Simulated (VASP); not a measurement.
Runs of VASP 6.6.1 on Si3Se2. The structure is that of space group R-3c (No. 167), or close to it. The cells are those of the table. 

| task | cell | k mesh | cutoff (eV) | smearing | gap on the mesh (eV) | pressure (GPa) | largest force (eV/Å) |
| --- | --- | --- | --- | --- | --- | --- | --- |
| single point | a = 7.580 Å, angles 57.0°, 10 atoms | 6 × 6 × 6 | 520 | gaussian 0.1 eV | none | 0.0 | 0.01 |
| single point | a = 7.438 Å, angles 58.3°, 10 atoms | 3 × 3 × 3 | 520 | gaussian 0.1 eV | 0.20 | 0.2 | 0.01 |
| relaxation of cell and atoms | relaxed from a = 6.793 Å, angles 55.3°, 10 atoms | 3 × 3 × 3 | 600 | gaussian 0.1 eV | 0.17 | 0.1 | 0.03 |
| single point | a = 6.793 Å, angles 55.3°, 10 atoms | 6 × 6 × 6 | 520 | gaussian 0.1 eV | none | (b) | (a) |
| single point | a = 7.580 Å, angles 57.0°, 10 atoms | 6 × 6 × 6 | 520 | gaussian 0.01 eV | none | 0.0 | 0.01 |

Alike in all rows: level PBE; potentials or basis VASP PAW PBE potentials, release 64 (Si, Se); no spin polarisation.

Fill in the values left out.

(a) 0.67; (b) 9.8.

A k mesh can miss the band edges, and the runs leave out spin-orbit coupling on Se.

A gap of «none» marks levels without a gap at the run's occupations.
